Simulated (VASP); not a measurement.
# Os (Fm-3m) in VASP: further runs, part 2 of 2

VASP 6.6.1.

## (4) Single point, PBE

INCAR

```
ALGO = Normal ; EDIFF = 1E-6
ENCUT = 600 ; GGA = PE
GGA_COMPAT = F ; ISIF = 2
ISMEAR = 0 ; ISYM = 0
LASPH = T ; LCHARG = T
LELF = T ; LREAL = F
LVHAR = T ; LWAVE = F
NBANDS = 10 ; NELM = 120
PREC = Accurate ; SIGMA = 0.1
```

KPOINTS

```
Automatic mesh
0
Gamma
  4 4 4
  0.5 0.5 0.5
```

POSCAR

```
Os
1.0
    0.0000000000      1.9220413878      1.9220413878
    1.9220413878      0.0000000000      1.9220413878
    1.9220413878      1.9220413878      0.0000000000
Os
1
Direct
    0.0000000000      0.0000000000      0.0000000000
```

Potentials or basis: VASP PAW PBE potentials, release 64 (Os).

Started as:

```
$ cat potpaw_PBE.64/Os/POTCAR > POTCAR
$ mpirun -np 1 vasp_std > vasp.out
```

OUTCAR:

```text
EDIFF = 1E-6
   ENCUT = 600
   GGA = PE
   ISIF = 2
   ISMEAR = 0
   ISYM = 0
   LASPH = T
   LREAL = F
   NELM = 120
   PREC = Accurate

 ion  position               nearest neighbor table
   1  0.000  0.000  0.000-

IMPORTANT INFORMATION: All symmetrisations will be switched off!
NOSYMM: (Re-)initialisation of all symmetry stuff for point group C_1.

----------------------------------------------------------------------------------------

                                     Primitive cell

  volume of cell :      14.2010

  direct lattice vectors                    reciprocal lattice vectors
     0.000000000  1.922041388  1.922041388    -0.260140080  0.260140080  0.260140080
     1.922041388  0.000000000  1.922041388     0.260140080 -0.260140080  0.260140080
     1.922041388  1.922041388  0.000000000     0.260140080  0.260140080 -0.260140080

  length of vectors
     2.718176998  2.718176998  2.718176998     0.450575835  0.450575835  0.450575835

  position of ions in fractional coordinates (direct lattice)
     0.000000000  0.000000000  0.000000000

  ion indices of the primitive-cell ions
   primitive index   ion index
                 1           1

----------------------------------------------------------------------------------------

 KPOINTS: Automatic mesh

Automatic generation of k-mesh.
 Grid dimensions read from file:
 generate k-points for:    4    4    4

 Generating k-lattice:

  Cartesian coordinates                     Fractional coordinates (reciprocal lattice)
    -0.065035020  0.065035020  0.065035020     0.250000000  0.000000000  0.000000000
     0.065035020 -0.065035020  0.065035020     0.000000000  0.250000000  0.000000000
     0.065035020  0.065035020 -0.065035020     0.000000000  0.000000000  0.250000000

  Length of vectors
     0.112643959  0.112643959  0.112643959

  Shift w.r.t. Gamma in fractional coordinates (k-lattice)
[... 75 lines left out ...]
  Thomas-Fermi vector in A             =   2.479438
   LORBIT       =      0    0 simple, 1 ext, 2 COOP (PROOUT), +10 PAW based schemes
   GGA     = PE    functional components
   LHFCALC =     F    Hartree Fock is set to
   AEXX    =    0.0000 exact exchange contribution
   IVDW    =     0    specifies the selected vdW correction
   LEPSILON=     F    determine dielectric tensor
   LRPA    =     F    only Hartree local field effects (RPA)
 non-spin polarized calculation
 Gauss-broadening in eV      SIGMA  =   0.10
  energy-cutoff  :      600.00
  volume of cell :       14.20
 maximum number of plane-waves:       489
 NGX is ok and might be reduce to    24
   NGX = 11   NGY = 11   NGZ = 11

 number of electron       8.0000000 magnetization

 Free energy of the ion-electron system (eV)
  ---------------------------------------------------
  ext. energy  EPLUGINS =         0.00000000
  ---------------------------------------------------
  free energy    TOTEN  =       -11.07213449 eV

  energy without entropy =      -11.05941730  energy(sigma->0) =      -11.06577589

 E-fermi :   8.8879     XC(G=0): -13.9715

 val. band max:        8.7347255647   @ k =   0.2500   0.0000  -0.1250
 cond. band min:       8.8915579903   @ k =  -0.1250  -0.3750   0.3750
 fundamental gap:      0.1568324256
 Fermi energy:         8.8878834650

 k-point     1 :       0.1250    0.1250    0.1250
  band No.  band energies     occupation
      1      -0.8695      2.00000
      2       5.8129      2.00000
      3       6.4757      2.00000
      4       6.4757      2.00000
      5       8.9819      0.18375
      6       8.9819      0.18375
      7      24.6306      0.00000
      8      26.5746      0.00000
      9      30.3459      0.00000
     10      30.3459      0.00000
[... 287 lines left out ...]
 k-point    24 :       0.5000    0.0000   -0.1250
  band No.  band energies     occupation
      1       2.1401      2.00000
      2       5.4291      2.00000
      3       6.6087      2.00000
      4       7.2917      2.00000
      5      11.5809      0.00000
      6      12.9637      0.00000
      7      17.9356      0.00000
      8      24.2316      0.00000
      9      28.7390      0.00000
     10      29.0868      0.00000

 [... further k-points ...]

------------------------ aborting loop because EDIFF is reached ----------------------------------------

  FORCE on cell =-STRESS in cart. coord.  units (eV):
  Direction    XX          YY          ZZ          XY          YZ          ZX
  --------------------------------------------------------------------------------------
  -------------------------------------------------------------------------------------
  Total        0.4305641      0.4305638      0.4305641      0.0000001      0.0000003      0.0000001
  in kB       48.5769485     48.5769132     48.5769395      0.0000140      0.0000320      0.0000124
  external PRESSURE =      48.5769337 kB  Pullay stress =       0.0000000 kB

 VOLUME and BASIS-vectors are now :
 -----------------------------------------------------------------------------
  energy-cutoff  :      600.00
  volume of cell :       14.20
      direct lattice vectors                 reciprocal lattice vectors
     0.000000000  1.922041388  1.922041388    -0.260140080  0.260140080  0.260140080
     1.922041388  0.000000000  1.922041388     0.260140080 -0.260140080  0.260140080
     1.922041388  1.922041388  0.000000000     0.260140080  0.260140080 -0.260140080

 POSITION                                       TOTAL-FORCE (eV/Angst)
 -----------------------------------------------------------------------------------
      0.00000      0.00000      0.00000         0.000000      0.000000     -0.000000
 -----------------------------------------------------------------------------------
    total drift:                                0.000000      0.000000     -0.000000

  FREE ENERGIE OF THE ION-ELECTRON SYSTEM (eV)
  ---------------------------------------------------
  free  energy   TOTEN  =       -11.0721344873 eV

  energy  without entropy=      -11.0594173021  energy(sigma->0) =      -11.06577589
```

OSZICAR:

```text
N       E                     dE             d eps       ncg     rms          rms(c)
DAV:   1     0.406078499043E+02    0.40608E+02   -0.45548E+03  2568   0.841E+02
DAV:   2    -0.105264228830E+02   -0.51134E+02   -0.48004E+02  2608   0.208E+02
DAV:   3    -0.117726524429E+02   -0.12462E+01   -0.12250E+01  3038   0.312E+01
DAV:   4    -0.117761892030E+02   -0.35368E-02   -0.35358E-02  2782   0.180E+00
DAV:   5    -0.117762010889E+02   -0.11886E-04   -0.11885E-04  2824   0.988E-02    0.159E+01
DAV:   6    -0.112361631531E+02    0.54004E+00   -0.57949E-01  2934   0.614E+00    0.718E+00
DAV:   7    -0.110765117908E+02    0.15965E+00   -0.42132E-01  3212   0.496E+00    0.402E-01
DAV:   8    -0.110734784275E+02    0.30334E-02   -0.21123E-03  2642   0.388E-01    0.282E-01
DAV:   9    -0.110721483580E+02    0.13301E-02   -0.80584E-04  2850   0.297E-01    0.177E-02
DAV:  10    -0.110721372083E+02    0.11150E-04   -0.93247E-06  2764   0.231E-02    0.109E-02
DAV:  11    -0.110721346397E+02    0.25686E-05   -0.72805E-07  1608   0.139E-02    0.294E-03
DAV:  12    -0.110721344873E+02    0.15246E-06   -0.15308E-08  1304   0.127E-03
   1 F= -.11072134E+02 E0= -.11065776E+02  d E =-.127172E-01
```

stdout:

```text
POSCAR found type information on POSCAR Os
 POSCAR found :  1 types and       1 ions
 scaLAPACK will be used
 LDA part: xc-table for (Slater+PW92), standard interpolation
 POSCAR, INCAR and KPOINTS ok, starting setup
 FFT: planning ... GRIDC
 FFT: planning ... GRID_SOFT
 FFT: planning ... GRID
 WAVECAR not read
 entering main loop
```

It took 16 s on 1 thread of Intel Xeon Platinum 8375C at 2.90GHz (Ice Lake), shared host; peak memory 0.15 GiB.

What came out:

```yaml
Free_energy: -11.0721 eV
Pressure: 4.9 GPa
Band_gap_on_the_k_mesh: zero (bands 4 and 5 overlap by 2.00 eV)
```

Levels at points of the mesh, in eV from the Fermi level:
```csv
k point,band 1,band 2,band 3,band 4,band 5,band 6,band 7,band 8,band 9
"(0.12, 0.12, 0.12)",-9.76,-3.07,-2.41,-2.41,0.09,0.09,15.74,17.69,21.46
```

Caveat: the k points lie up to 0.71 Å⁻¹ apart, too coarse for converged energies and pressures of a metal; spin-orbit coupling is left out, which moves the levels of the heavy elements.

## (5) Single point, PBE+D3(BJ), collinear spin

INCAR

```
PREC = Accurate
ENCUT = 600
EDIFF = 1E-6
ISMEAR = 0
SIGMA = 0.1
LREAL = False
LASPH = True
NELM = 200
ALGO = Normal
ISIF = 2
LWAVE = False
LCHARG = False
ISPIN = 2
MAGMOM = 0.35
LORBIT = 11
LMAXMIX = 4
GGA = PE
IVDW = 12
NBANDS = 14
NELECT = 7.5
GGA_COMPAT = False
```

KPOINTS

```
Automatic mesh
0
Gamma
  4 4 4
```

POSCAR: that of step 4 with these lines changed.

```diff
@@ -8,2 +8,2 @@
 Direct
-    0.0000000000      0.0000000000      0.0000000000
+   -0.0504985083      0.0118265502      0.0433143259
```

Started as:

```
$ cat potpaw_PBE.64/Os/POTCAR > POTCAR
$ mpirun -np 1 vasp_std > vasp.out
```

Run time: 6.8 s. Hardware: 1 thread of Intel Xeon Platinum 8375C at 2.90GHz (Ice Lake), shared host; peak memory 0.15 GiB.

Results (log left out):

```yaml
Free_energy: -16.0325 eV
Net_moment: 0.37 μB per cell
Site_moments: Os +0.35 μB
Valence_electrons_inside_the_program's_atomic_spheres: Os 6.97
Dispersion_energy_per_atom: -0.644 eV
```

Levels at points of the mesh, in eV from the Fermi level:
Spin up:
```
           k point  band 2  band 3  band 4  band 5  band 6  band 7
(0.00, 0.00, 0.00)   -2.31   -2.31   -2.31    0.58    0.58   15.38
(0.50, 0.00, 0.00)   -2.45   -2.45    0.75    2.89    2.89    9.43
(0.50, 0.50, 0.00)   -6.00    2.84    3.23    3.54    3.54   12.69
```
Spin down:
| k point | band 1 | band 2 | band 3 | band 4 | band 5 | band 6 |
| --- | --- | --- | --- | --- | --- | --- |
| (0.00, 0.00, 0.00) | -9.58 | -2.07 | -2.07 | -2.07 | 0.85 | 0.85 |
| (0.50, 0.00, 0.00) | -6.57 | -2.21 | -2.21 | 0.87 | 3.15 | 3.15 |
| (0.50, 0.50, 0.00) | -6.41 | -5.79 | 3.11 | 3.35 | 3.80 | 3.80 |

Caveat: the k points lie up to 0.71 Å⁻¹ apart; the cell carries a net charge on a neutralising background, which shifts energy and pressure; the cell is charged against a uniform background, so pressure and absolute levels hang on convention; spin-orbit coupling is left out, which moves the levels of the heavy elements.

## (6) Single point, PBE+D3(BJ)

INCAR

```
PREC = Accurate
ENCUT = 600
EDIFF = 1E-6
ISMEAR = 0
SIGMA = 0.1
LREAL = F
LASPH = T
NELM = 120
ALGO = Normal
ISIF = 2
LWAVE = F
LCHARG = F
GGA = PE
IVDW = 12
NBANDS = 10
GGA_COMPAT = F
```

KPOINTS

```
Automatic mesh
0
Gamma
  9 9 9
```

POSCAR: that of step 5 with these lines changed.

```diff
@@ -8,2 +8,2 @@
 Direct
-   -0.0504985083      0.0118265502      0.0433143259
+    0.0000000000      0.0000000000      0.0000000000
```

Potentials or basis: VASP PAW PBE potentials, release 64 (Os).

Started as:

```
$ cat potpaw_PBE.64/Os/POTCAR > POTCAR
$ mpirun -np 1 vasp_std > vasp.out
```

OUTCAR:

```text
PREC = Accurate
   ENCUT = 600
   EDIFF = 1E-6
   ISMEAR = 0
   LREAL = F
   LASPH = T
   NELM = 120
   ISIF = 2
   GGA = PE
   IVDW = 12
 IVDW          = 12

 ion  position               nearest neighbor table
   1  0.000  0.000  0.000-

  LATTYP: Found a face centered cubic cell.
 ALAT       =     3.8440827756

  Lattice vectors:

 A1 = (   0.0000000000,   1.9220413878,   1.9220413878)
 A2 = (   1.9220413878,   0.0000000000,   1.9220413878)
 A3 = (   1.9220413878,   1.9220413878,   0.0000000000)

Analysis of symmetry for initial positions (statically):
=====================================================================
 Subroutine PRICEL returns:
 Original cell was already a primitive cell.

 Routine SETGRP: Setting up the symmetry group for a
 face centered cubic supercell.

 Subroutine GETGRP returns: Found 48 space group operations
 (whereof 48 operations were pure point group operations)
 out of a pool of 48 trial point group operations.

The static configuration has the point symmetry O_h .

Analysis of symmetry for dynamics (positions and initial velocities):
=====================================================================
 Subroutine PRICEL returns:
 Original cell was already a primitive cell.

 Routine SETGRP: Setting up the symmetry group for a
 face centered cubic supercell.

 Subroutine GETGRP returns: Found 48 space group operations
 (whereof 48 operations were pure point group operations)
 out of a pool of 48 trial point group operations.

The dynamic configuration has the point symmetry O_h .

 Subroutine INISYM returns: Found 48 space group operations
 (whereof 48 operations are pure point group operations),
 and found     1 'primitive' translations

----------------------------------------------------------------------------------------

                                     Primitive cell

  volume of cell :      14.2010

  direct lattice vectors                    reciprocal lattice vectors
     0.000000000  1.922041388  1.922041388    -0.260140080  0.260140080  0.260140080
[... 110 lines left out ...]
   LHFCALC =     F    Hartree Fock is set to
   AEXX    =    0.0000 exact exchange contribution
   IVDW    =    12    specifies the selected vdW correction
   LEPSILON=     F    determine dielectric tensor
   LRPA    =     F    only Hartree local field effects (RPA)
 non-spin polarized calculation
 Gauss-broadening in eV      SIGMA  =   0.10
  energy-cutoff  :      600.00
  volume of cell :       14.20
 maximum number of plane-waves:       495
 NGX is ok and might be reduce to    24
   NGX = 11   NGY = 11   NGZ = 11

 number of electron       8.0000000 magnetization

 Free energy of the ion-electron system (eV)
  ---------------------------------------------------
  ext. energy  EPLUGINS =         0.00000000
  ---------------------------------------------------
  free energy    TOTEN  =       -11.12288003 eV

  energy without entropy =      -11.12047342  energy(sigma->0) =      -11.12167672

 E-fermi :   9.2933     XC(G=0): -13.9680

 val. band max:        9.2412848492   @ k =  -0.3333   0.4444   0.1111
 cond. band min:       9.3996000553   @ k =  -0.4444   0.3333   0.0000
 fundamental gap:      0.1583152062
 Fermi energy:         9.2932612010

 k-point     1 :       0.0000    0.0000    0.0000
  band No.  band energies     occupation
      1      -1.5688      2.00000
      2       6.1854      2.00000
      3       6.1854      2.00000
      4       6.1854      2.00000
      5       9.1771      1.89969
      6       9.1771      1.89969
      7      23.3687      0.00000
      8      29.1224      0.00000
      9      29.1224      0.00000
     10      29.1224      0.00000
[... 287 lines left out ...]
 k-point    24 :       0.4444    0.4444    0.0000
  band No.  band energies     occupation
      1       1.7637      2.00000
      2       2.4601      2.00000
      3      10.7377      0.00000
      4      11.4169      0.00000
      5      11.8441      0.00000
      6      11.8441      0.00000
      7      21.8647      0.00000
      8      21.8647      0.00000
      9      22.1523      0.00000
     10      31.1028      0.00000

 [... further k-points ...]

------------------------ aborting loop because EDIFF is reached ----------------------------------------

 Edisp (eV)   -0.64422

 E8    (eV) :    -0.3166

  FORCE on cell =-STRESS in cart. coord.  units (eV):
  Direction    XX          YY          ZZ          XY          YZ          ZX
  --------------------------------------------------------------------------------------
  -------------------------------------------------------------------------------------
  Total      -0.35123    -0.35123    -0.35123     0.00000     0.00000     0.00000
  in kB     -39.62684   -39.62684   -39.62684     0.00000     0.00000     0.00000
  external pressure =      -39.63 kB  Pullay stress =        0.00 kB

 VOLUME and BASIS-vectors are now :
 -----------------------------------------------------------------------------
  energy-cutoff  :      600.00
  volume of cell :       14.20
      direct lattice vectors                 reciprocal lattice vectors
     0.000000000  1.922041388  1.922041388    -0.260140080  0.260140080  0.260140080
     1.922041388  0.000000000  1.922041388     0.260140080 -0.260140080  0.260140080
     1.922041388  1.922041388  0.000000000     0.260140080  0.260140080 -0.260140080

 POSITION                                       TOTAL-FORCE (eV/Angst)
 -----------------------------------------------------------------------------------
      0.00000      0.00000      0.00000         0.000000      0.000000      0.000000
 -----------------------------------------------------------------------------------
    total drift:                               -0.000000      0.000000     -0.000000

  FREE ENERGIE OF THE ION-ELECTRON SYSTEM (eV)
  ---------------------------------------------------
  free  energy   TOTEN  =       -11.7671033432 eV

  energy  without entropy=      -11.7646967274  energy(sigma->0) =      -11.76590004
```

stdout:

```text
POSCAR found type information on POSCAR Os
 POSCAR found :  1 types and       1 ions
 scaLAPACK will be used
 LDA part: xc-table for (Slater+PW92), standard interpolation
 POSCAR, INCAR and KPOINTS ok, starting setup
 FFT: planning ... GRIDC
 FFT: planning ... GRID_SOFT
 FFT: planning ... GRID
 WAVECAR not read
 entering main loop
```

Run time: 5.2 s. Hardware: 1 thread of Intel Xeon Platinum 8375C at 2.90GHz (Ice Lake), shared host; peak memory 0.15 GiB.

Results:

```yaml
Free_energy: -11.7671 eV
Pressure: -4.0 GPa
Band_gap_on_the_k_mesh: zero (bands 4 and 5 overlap by 3.49 eV)
Dispersion_energy_per_atom: -0.644 eV
```

Caveat: the cell stands under tension; spin-orbit coupling is left out, which moves the levels of the heavy elements.
